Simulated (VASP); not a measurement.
# TaN (I4mm) in VASP: a series of runs

Runs on TaN. Level: PBE. Tasks: single point.

Everything below comes from runs of VASP 6.6.1. Logs are shortened: lines on timing, memory, paths and dates and some standing lists are left out, and cuts for length are marked.

**1. The cell of the first run**

The structure is tetragonal, space group I4mm (No. 107). The conventional cell has a = 3.082 Å, b = 3.082 Å, c = 4.358 Å, α = 90.00°, β = 90.00°, γ = 90.00°. Ta (site symmetry 4mm) has 6 N at 2.09 to 2.27 Å within 2.8 Å. Within 2.8 Å of N (site symmetry 4mm) lie 6 Ta at 2.09 to 2.27 Å.

**2. Single point, PBE**

INCAR

```
PREC     = Accurate       # precision mode
ENCUT    = 520            # plane-wave cutoff, eV
EDIFF    = 1E-6           # SCF threshold, eV
ISMEAR   = 0              # smearing method
SIGMA    = 0.15           # smearing width, eV
LREAL    = False          # projectors in reciprocal space
LASPH    = True           # aspherical terms in the spheres
NELM     = 80             # most SCF steps
ALGO     = Normal         # electronic algorithm
ISIF     = 2              # what is computed and relaxed
LWAVE    = False          # write WAVECAR
LCHARG   = False          # write CHGCAR
GGA      = PE             # functional
NBANDS   = 15             # bands
```

KPOINTS

```
Automatic mesh
0
Gamma
  18 18 18
```

POSCAR

```
TaN
1.0
    0.0000000000      2.1790000000      2.1790000000
    2.1790000000      0.0000000000      2.1790000000
    2.1790000000      2.1790000000      0.0000000000
Ta N
1 1
Direct
    0.5000000000      0.5000000000      0.5000000000
   -0.0200780174     -0.0200780174      0.0200780174
```

Potentials or basis: VASP PAW PBE potentials, release 64 (Ta_pv, N).

Launch:

```sh
$ cat potpaw_PBE.64/Ta_pv/POTCAR potpaw_PBE.64/N/POTCAR > POTCAR
$ mpirun -np 1 vasp_std > vasp.out
```

OUTCAR:

```text
PREC = Accurate
   ENCUT = 520
   EDIFF = 1E-6
   ISMEAR = 0
   LREAL = False
   LASPH = True
   NELM = 80
   ISIF = 2
   GGA = PE

 ion  position               nearest neighbor table
   1  0.500  0.500  0.500-   2 2.09   2 2.18   2 2.18   2 2.18   2 2.18   2 2.27
   2  0.980  0.980  0.020-   1 2.09   1 2.18   1 2.18   1 2.18   1 2.18   1 2.27

  LATTYP: Found a face centered cubic cell.
 ALAT       =     4.3580000000

  Lattice vectors:

 A1 = (   0.0000000000,   2.1790000000,   2.1790000000)
 A2 = (   2.1790000000,   0.0000000000,   2.1790000000)
 A3 = (   2.1790000000,   2.1790000000,   0.0000000000)

Analysis of symmetry for initial positions (statically):
=====================================================================
 Subroutine PRICEL returns:
 Original cell was already a primitive cell.

 Routine SETGRP: Setting up the symmetry group for a
 face centered cubic supercell.

 Subroutine GETGRP returns: Found  8 space group operations
 (whereof  8 operations were pure point group operations)
 out of a pool of 48 trial point group operations.

The static configuration has the point symmetry C_4v.

Analysis of symmetry for dynamics (positions and initial velocities):
=====================================================================
 Subroutine PRICEL returns:
 Original cell was already a primitive cell.

 Routine SETGRP: Setting up the symmetry group for a
 face centered cubic supercell.

 Subroutine GETGRP returns: Found  8 space group operations
 (whereof  8 operations were pure point group operations)
 out of a pool of 48 trial point group operations.

The dynamic configuration has the point symmetry C_4v.

 Subroutine INISYM returns: Found  8 space group operations
 (whereof  8 operations are pure point group operations),
 and found     1 'primitive' translations

----------------------------------------------------------------------------------------

                                     Primitive cell

  volume of cell :      20.6920

  direct lattice vectors                    reciprocal lattice vectors
     0.000000000  2.179000000  2.179000000    -0.229463056  0.229463056  0.229463056
     2.179000000  0.000000000  2.179000000     0.229463056 -0.229463056  0.229463056
     2.179000000  2.179000000  0.000000000     0.229463056  0.229463056 -0.229463056

  length of vectors
     3.081571352  3.081571352  3.081571352     0.397441672  0.397441672  0.397441672

  position of ions in fractional coordinates (direct lattice)
     0.500000000  0.500000000  0.500000000
     0.979921983  0.979921983  0.020078017

  ion indices of the primitive-cell ions
   primitive index   ion index
                 1           1
                 2           2

----------------------------------------------------------------------------------------

 KPOINTS: Automatic mesh

Automatic generation of k-mesh.
 Grid dimensions read from file:
 generate k-points for:   18   18   18

 Generating k-lattice:

  Cartesian coordinates                     Fractional coordinates (reciprocal lattice)
    -0.012747948  0.012747948  0.012747948     0.055555556  0.000000000  0.000000000
     0.012747948 -0.012747948  0.012747948     0.000000000  0.055555556  0.000000000
     0.012747948  0.012747948 -0.012747948     0.000000000  0.000000000  0.055555556

  Length of vectors
     0.022080093  0.022080093  0.022080093

  Shift w.r.t. Gamma in fractional coordinates (k-lattice)
     0.000000000  0.000000000  0.000000000

 Subroutine IBZKPT returns following result:
 ===========================================

 Found    480 irreducible k-points:

 Following reciprocal coordinates:
            Coordinates               Weight
  0.000000  0.000000  0.000000      1.000000
  0.055556  0.000000  0.000000      8.000000
  0.111111  0.000000  0.000000      8.000000
  0.166667  0.000000  0.000000      8.000000
  0.222222  0.000000  0.000000      8.000000
  0.277778  0.000000  0.000000      8.000000
[... 16 lines left out ...]
  0.388889  0.055556  0.000000      8.000000
  0.000000  0.388889  0.055556     16.000000
 [... further k-points ...]
   k-points           NKPTS =    480   k-points in BZ     NKDIM =    480   number of bands    NBANDS=     15
   number of dos      NEDOS =    301   number of ions     NIONS =      2
   total plane-waves  NPLWV =  13824
   dimension x,y,z NGX =    24 NGY =   24 NGZ =   24
   dimension x,y,z NGXF=    48 NGYF=   48 NGZF=   48
   ions per type =               1   1
   NGX,Y,Z   is equivalent  to a cutoff of  12.95, 12.95, 12.95 a.u.
   NGXF,Y,Z  is equivalent  to a cutoff of  25.90, 25.90, 25.90 a.u.
 SYSTEM =  unknown system
   PREC   = accura    normal or accurate (medium, high low for compatibility)
   ISTART =      0    job   : 0-new  1-cont  2-samecut
   ICHARG =      2    charge: 1-file 2-atom 10-const
   ISPIN  =      1    spin polarized calculation?
   LNONCOLLINEAR =      F non collinear calculations
   LSORBIT =      F    spin-orbit coupling
   LASPH  =      T    aspherical Exc in radial PAW
   ENCUT  =  520.0 eV  38.22 Ry    6.18 a.u.   5.73  5.73  5.73*2*pi/ulx,y,z
   NELM   =     80;   NELMIN=  2; NELMDL= -5     # of ELM steps
   EDIFF  = 0.1E-05   stopping-criterion for ELM
   LREAL  =      F    real-space projection
   EDIFFG = 0.1E-04   stopping-criterion for IOM
   NSW    =      0    number of steps for IOM
   IBRION =     -1    ionic relax: 0-MD 1-quasi-New 2-CG
   NFREE  =      0    steps in history (QN), initial steepest desc. (CG)
   ISIF   =      2    stress and relaxation
   ISYM   =      2    0-nonsym 1-usesym 2-fastsym
   POTIM  = 0.5000    time-step for ionic-motion
   TEBEG  =    0.0;   TEEND  =   0.0 temperature during run
   PSTRESS=    0.0 pullay stress
   NELECT =      16.0000    total number of electrons
   NUPDOWN=      -1.0000    fix difference up-down
   EMIN   =  10.00;   EMAX   =-10.00  energy-range for DOS
   EFERMI =   0.00;   METHOD = LEGACY
   ISMEAR =     0;   SIGMA  =   0.15  broadening in eV -4-tet -1-fermi 0-gaus
   EFERMI_NEDOS =   21; number of points for ismear=-14 and -15
   IALGO  =     38    algorithm
   IMIX   =      4    mixing-type and parameters
     AMIX     =   0.40;   BMIX     =  1.00
     AMIX_MAG =   1.60;   BMIX_MAG =  1.00
  volume/ion in A,a.u.               =      10.35        69.82
  Fermi-wavevector in a.u.,A,eV,Ry     =   1.502615  2.839530 30.719922  2.257851
  Thomas-Fermi vector in A             =   2.613832
   LORBIT       =      0    0 simple, 1 ext, 2 COOP (PROOUT), +10 PAW based schemes
   GGA     = PE    functional components
   LHFCALC =     F    Hartree Fock is set to
   AEXX    =    0.0000 exact exchange contribution
   IVDW    =     0    specifies the selected vdW correction
   LEPSILON=     F    determine dielectric tensor
   LRPA    =     F    only Hartree local field effects (RPA)
 non-spin polarized calculation
 Gauss-broadening in eV      SIGMA  =   0.15
  energy-cutoff  :      520.00
  volume of cell :       20.69
 maximum number of plane-waves:       568
   NGX = 11   NGY = 11   NGZ = 11

 number of electron      16.0000000 magnetization

 Free energy of the ion-electron system (eV)
  ---------------------------------------------------
  ext. energy  EPLUGINS =         0.00000000
  ---------------------------------------------------
  free energy    TOTEN  =       -21.75391630 eV

  energy without entropy =      -21.74489753  energy(sigma->0) =      -21.74940691

 E-fermi :   9.8498     XC(G=0): -13.5856

 val. band max:        9.8496164612   @ k =   0.0000  -0.2222   0.1667
 cond. band min:       9.8504642205   @ k =  -0.3333   0.0556   0.0000
 fundamental gap:      0.0008477593
 Fermi energy:         9.8498029378

 k-point     1 :       0.0000    0.0000    0.0000
  band No.  band energies     occupation
      1     -25.8594      2.00000
      2     -25.8517      2.00000
      3     -25.8517      2.00000
      4      -9.2316      2.00000
      5       5.7321      2.00000
      6       5.7321      2.00000
      7       5.7696      2.00000
      8       7.6857      2.00000
      9       7.9223      2.00000
     10       7.9223      2.00000
     11       9.9397      0.39655
     12      10.1868      0.00149
     13      11.5931      0.00000
     14      19.2514      0.00000
     15      22.3026      0.00000

 k-point     2 :       0.0556    0.0000    0.0000
  band No.  band energies     occupation
      1     -25.8863      2.00000
      2     -25.8588      2.00000
      3     -25.8545      2.00000
      4      -9.1522      2.00000
      5       5.2312      2.00000
      6       5.5003      2.00000
      7       5.6915      2.00000
      8       7.7406      2.00000
      9       7.9834      2.00000
     10       8.0682      2.00000
     11      10.2817      0.00005
     12      10.5047      0.00000
     13      11.8279      0.00000
     14      19.4946      0.00000
     15      22.3026      0.00000

 k-point     3 :       0.1111    0.0000    0.0000
  band No.  band energies     occupation
      1     -25.9746      2.00000
      2     -25.8671      2.00000
      3     -25.8625      2.00000
      4      -8.9211      2.00000
      5       4.4065      2.00000
      6       4.9500      2.00000
      7       5.1284      2.00000
      8       7.9902      2.00000
      9       8.2046      2.00000
     10       8.3302      2.00000
     11      11.1166      0.00000
     12      11.2949      0.00000
     13      12.4443      0.00000
     14      20.1810      0.00000
     15      22.3023      0.00000

 k-point     4 :       0.1667    0.0000    0.0000
  band No.  band energies     occupation
      1     -26.1075      2.00000
      2     -25.8793      2.00000
      3     -25.8747      2.00000
      4      -8.5589      2.00000
      5       3.4504      2.00000
      6       4.2995      2.00000
      7       4.4204      2.00000
      8       8.3548      2.00000
      9       8.5990      2.00000
     10       8.6728      2.00000
     11      12.1893      0.00000
     12      12.3339      0.00000
     13      13.2544      0.00000
     14      21.1710      0.00000
     15      22.3018      0.00000
[... 307 lines left out ...]
 k-point    22 :       0.0000    0.3333    0.0556
  band No.  band energies     occupation
      1     -26.5281      2.00000
      2     -25.9395      2.00000
      3     -25.9190      2.00000
      4      -7.2132      2.00000
      5       0.9010      2.00000
      6       2.7163      2.00000
      7       3.0402      2.00000
      8       9.1191      2.00000
      9      10.4904      0.00000
     10      10.6905      0.00000
     11      14.7027      0.00000
     12      14.8213      0.00000
     13      16.1755      0.00000
     14      22.2096      0.00000
     15      22.4465      0.00000

 k-point    23 :       0.3889    0.0556    0.0000
  band No.  band energies     occupation
      1     -26.6565      2.00000
      2     -25.9459      2.00000
      3     -25.9390      2.00000
      4      -6.7232      2.00000
      5       0.1847      2.00000
      6       2.4043      2.00000
      7       2.5957      2.00000
      8       9.8428      1.05273
      9      11.1740      0.00000
     10      11.3331      0.00000
     11      14.8266      0.00000
     12      15.7619      0.00000
     13      17.0497      0.00000
     14      21.8679      0.00000
     15      22.3498      0.00000

 k-point    24 :       0.0000    0.3889    0.0556
  band No.  band energies     occupation
      1     -26.6555      2.00000
      2     -25.9495      2.00000
      3     -25.9360      2.00000
      4      -6.7256      2.00000
      5       0.1854      2.00000
      6       2.3790      2.00000
      7       2.6287      2.00000
      8       9.8098      1.29402
      9      11.1738      0.00000
     10      11.3278      0.00000
     11      14.8731      0.00000
     12      15.8931      0.00000
     13      16.8988      0.00000
     14      21.8388      0.00000
     15      22.3470      0.00000

 [... further k-points ...]
[... 5 lines left out ...]
  --------------------------------------------------------------------------------------
  -------------------------------------------------------------------------------------
  Total        2.0032702      2.0032702      2.5510221      0.0000000     -0.0000000      0.0000000
  in kB      155.1130813    155.1130813    197.5254753      0.0000000     -0.0000000      0.0000000
  external PRESSURE =     169.2505460 kB  Pullay stress =       0.0000000 kB

 VOLUME and BASIS-vectors are now :
 -----------------------------------------------------------------------------
  energy-cutoff  :      520.00
  volume of cell :       20.69
      direct lattice vectors                 reciprocal lattice vectors
     0.000000000  2.179000000  2.179000000    -0.229463056  0.229463056  0.229463056
     2.179000000  0.000000000  2.179000000     0.229463056 -0.229463056  0.229463056
     2.179000000  2.179000000  0.000000000     0.229463056  0.229463056 -0.229463056

 POSITION                                       TOTAL-FORCE (eV/Angst)
 -----------------------------------------------------------------------------------
      2.17900      2.17900      2.17900         0.000000      0.000000     -0.843956
      2.17900      2.17900      4.27050         0.000000      0.000000      0.843956
 -----------------------------------------------------------------------------------
    total drift:                               -0.000000     -0.000000      0.000035

  FREE ENERGIE OF THE ION-ELECTRON SYSTEM (eV)
  ---------------------------------------------------
  free  energy   TOTEN  =       -21.7539163007 eV

  energy  without entropy=      -21.7448975258  energy(sigma->0) =      -21.74940691
```

It took 62 s on 1 thread of Intel Xeon Platinum 8375C at 2.90GHz (Ice Lake), shared host; peak memory 0.26 GiB.

What came out:

| Quantity | Value |
| --- | --- |
| Free energy | -21.7539 eV |
| Pressure | 16.9 GPa |
| Largest force | 0.844 eV/Å |
| Band gap on the k mesh | zero (band 8 reaches 11.80 eV, above the bottom of band 9 at 7.92 eV) |

Forces on the atoms (eV/Å):
```
Ta   0.000  0.000 -0.844
N    0.000  0.000  0.844
```

Stress tensor (GPa, compression positive):
```
15.51  0.00  0.00
 0.00 15.51  0.00
 0.00  0.00 19.75
```

Caveat: the cell differs from its parent crystal (all N atoms moved +0.087 Å, as atom 2 towards its neighbour atom 1 (Ta) at 2.179 Å); spin-orbit coupling is left out, which moves the levels of the heavy elements.

**3. Single point, PBE**

INCAR

```
SYSTEM = TaN
PREC     = Accurate       ! precision mode
ENCUT    = 520            ! plane-wave cutoff, eV
EDIFF    = 1E-7           ! SCF threshold, eV
ISMEAR   = 0              ! smearing method
SIGMA    = 0.15           ! smearing width, eV
LREAL    = .FALSE.        ! projectors in reciprocal space
LASPH    = .TRUE.         ! aspherical terms in the spheres
NELM     = 100            ! most SCF steps
ALGO     = Normal         ! electronic algorithm
ISIF     = 2              ! what is computed and relaxed
LWAVE    = .FALSE.        ! write WAVECAR
LCHARG   = .TRUE.         ! write CHGCAR
GGA      = PE             ! functional
LELF     = .TRUE.         ! ELF
LVHAR    = .TRUE.       
NBANDS   = 15             ! bands
```

KPOINTS

```
regular mesh
0
G
  18 18 18
  0 0 0
```

Edit POSCAR of step 2 so:

```diff
@@ -9,2 +9,2 @@
     0.5000000000      0.5000000000      0.5000000000
-   -0.0200780174     -0.0200780174      0.0200780174
+   -0.0143414410     -0.0143414410      0.0143414410
```

Potentials or basis: VASP PAW PBE potentials, release 64 (Ta_pv, N).

Launch:

```sh
$ cat potpaw_PBE.64/Ta_pv/POTCAR potpaw_PBE.64/N/POTCAR > POTCAR
$ mpirun -np 1 vasp_std > vasp.out
```

Run time: 70 s. Hardware: 1 thread of Intel Xeon Platinum 8375C at 2.90GHz (Ice Lake), shared host; peak memory 0.27 GiB.

Results (log left out):

| Quantity | Value |
| --- | --- |
| Free energy | -21.7717 eV |
| Pressure | 16.2 GPa |
| Largest force | 0.584 eV/Å |
| Band gap on the k mesh | zero (band 8 reaches 11.82 eV, above the bottom of band 9 at 7.81 eV) |

Forces in eV/Å, atoms in the order of the input:
```
Ta   0.000  0.000 -0.584
N    0.000  0.000  0.584
```

Stress tensor (GPa, compression positive):
```
15.52  0.00  0.00
 0.00 15.52  0.00
 0.00  0.00 17.70
```

Levels at points of the mesh, in eV from the Fermi level:
| k point | band 4 | band 5 | band 6 | band 7 | band 8 | band 9 | band 10 | band 11 | band 12 | band 13 |
| --- | --- | --- | --- | --- | --- | --- | --- | --- | --- | --- |
| (0.00, 0.00, 0.00) | -19.09 | -4.03 | -4.03 | -4.00 | -2.18 | -2.05 | -2.05 | 0.08 | 0.21 | 1.75 |
| (0.50, 0.00, 0.00) | -15.91 | -10.60 | -7.78 | -7.77 | 1.97 | 2.00 | 2.07 | 3.89 | 7.74 | 7.88 |
| (0.50, 0.50, 0.00) | -17.82 | -6.69 | -5.66 | -4.71 | -4.71 | 2.22 | 3.70 | 3.70 | 4.77 | 6.92 |
| (0.00, 0.50, 0.50) | -17.83 | -6.70 | -5.88 | -4.72 | -4.47 | 2.24 | 3.70 | 3.71 | 4.80 | 7.13 |

Caveat: the cell differs from its parent crystal (all N atoms moved +0.062 Å, as atom 2 towards its neighbour atom 1 (Ta) at 2.179 Å); spin-orbit coupling is left out, which moves the levels of the heavy elements.

**4. Single point, PBE**

INCAR

```
PREC = Accurate
ENCUT = 520
EDIFF = 1E-6
ISMEAR = 0
SIGMA = 0.15
LREAL = False
LASPH = True
NELM = 60
ALGO = Normal
ISIF = 2
LWAVE = False
LCHARG = True
GGA = PE
LELF = True
LVHAR = True
NBANDS = 15
```

KPOINTS

```
regular mesh
0
Gamma
  18 18 18
```

Edit POSCAR of step 3 so:

```diff
@@ -9,2 +9,2 @@
     0.5000000000      0.5000000000      0.5000000000
-   -0.0143414410     -0.0143414410      0.0143414410
+   -0.0086048646     -0.0086048646      0.0086048646
```

Launch:

```sh
$ cat potpaw_PBE.64/Ta_pv/POTCAR potpaw_PBE.64/N/POTCAR > POTCAR
$ mpirun -np 1 vasp_std > vasp.out
```

Wall time 64 s (1 thread of Intel Xeon Platinum 8375C at 2.90GHz (Ice Lake), shared host); peak memory 0.26 GiB.

Results (log left out):

```
Free energy            : -21.7833 eV
Pressure               : 15.8 GPa
Largest force          : 0.342 eV/Å
Band gap on the k mesh : zero (band 8 reaches 11.84 eV, above the bottom of band 9 at 7.73 eV)
```

Forces in eV/Å, atoms in the order of the input:
```
Ta   0.000  0.000 -0.342
N    0.000  0.000  0.342
```

Stress tensor (GPa, compression positive):
```
15.52  0.00  0.00
 0.00 15.52  0.00
 0.00  0.00 16.30
```

Levels at points of the mesh, in eV from the Fermi level:
| k point | band 4 | band 5 | band 6 | band 7 | band 8 | band 9 | band 10 | band 11 | band 12 | band 13 |
| --- | --- | --- | --- | --- | --- | --- | --- | --- | --- | --- |
| (0.00, 0.00, 0.00) | -19.10 | -3.96 | -3.96 | -3.95 | -2.19 | -2.14 | -2.14 | 0.06 | 0.11 | 1.75 |
| (0.50, 0.00, 0.00) | -15.91 | -10.61 | -7.79 | -7.78 | 1.97 | 1.98 | 2.07 | 3.90 | 7.79 | 7.84 |
| (0.50, 0.50, 0.00) | -17.83 | -6.70 | -5.66 | -4.71 | -4.71 | 2.20 | 3.70 | 3.70 | 4.80 | 7.04 |
| (0.00, 0.50, 0.50) | -17.84 | -6.71 | -5.75 | -4.72 | -4.62 | 2.21 | 3.70 | 3.70 | 4.81 | 7.12 |

Caveat: the cell differs from its parent crystal (all N atoms moved +0.037 Å, as atom 2 towards its neighbour atom 1 (Ta) at 2.179 Å); spin-orbit coupling is left out, which moves the levels of the heavy elements.

[end of part 1 of 2]
